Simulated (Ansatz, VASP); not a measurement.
**One calculation of LiCl, two programs**

INCAR

```
SYSTEM = LiCl
PREC = Accurate ; ENCUT = 750
EDIFF = 1E-6 ; ISMEAR = 0
SIGMA = 0.01 ; LREAL = .FALSE.
LASPH = .TRUE. ; NELM = 120
ALGO = Normal ; ISIF = 2
LWAVE = .FALSE. ; LCHARG = .FALSE.
GGA = CA ; NBANDS = 12
GGA_COMPAT = .FALSE.
```

The input KPOINTS:

```
Automatic mesh
0
G
  6 6 6
  0 0 0
```

File POSCAR:

```
LiCl
1.0
    0.0000000000      2.4989774432      2.4989774432
    2.4989774432      0.0000000000      2.4989774432
    2.4989774432      2.4989774432      0.0000000000
Li Cl
1 1
Direct
    0.0000000000      0.0000000000      0.0000000000
    0.5000000000      0.5000000000      0.5000000000
```

Input for Ansatz:

```yaml
crystal:
  lattice:
    - [0.0, 2.498977443237056, 2.498977443237056]
    - [2.498977443237056, 0.0, 2.498977443237056]
    - [2.498977443237056, 2.498977443237056, 0.0]
  atoms:
    - { symbol: Li, position: [0.0, 0.0, 0.0] }
    - { symbol: Cl, position: [0.5, 0.5, 0.5] }
basis:
  ecutwfc: 510.0
kpoints:
  mp_grid:
    grid: [6, 6, 6]
hamiltonian:
  xc: lda
scf:
  convergence:
    dr2_threshold: 1.0e-09
  occupations:
    method: fixed
output:
  stress: true
```

Alike in both runs: task single point; functional LDA; k mesh 6 × 6 × 6; no spin polarisation.

|  | VASP | Ansatz |
| --- | --- | --- |
| version | VASP 6.6.1 | Ansatz 0.2.0 |
| potentials or method | VASP PAW LDA potentials, release 64 (Li_sv, Cl), cutoff 750 eV | plane waves, PAW |
| occupations | gaussian, width 0.01 eV | fixed |
| valence electrons in the cell | 10 | 10 |

Ansatz gave:

```
pressure (GPa) : -0.8
```

Task: Which values does VASP return?

Result: Pressure (GPa): -0.9.

LDA's correlation is that of Perdew and Zunger in VASP and of Perdew and Wang (1992) in Ansatz. Ansatz's warnings: stress scf threshold loose.
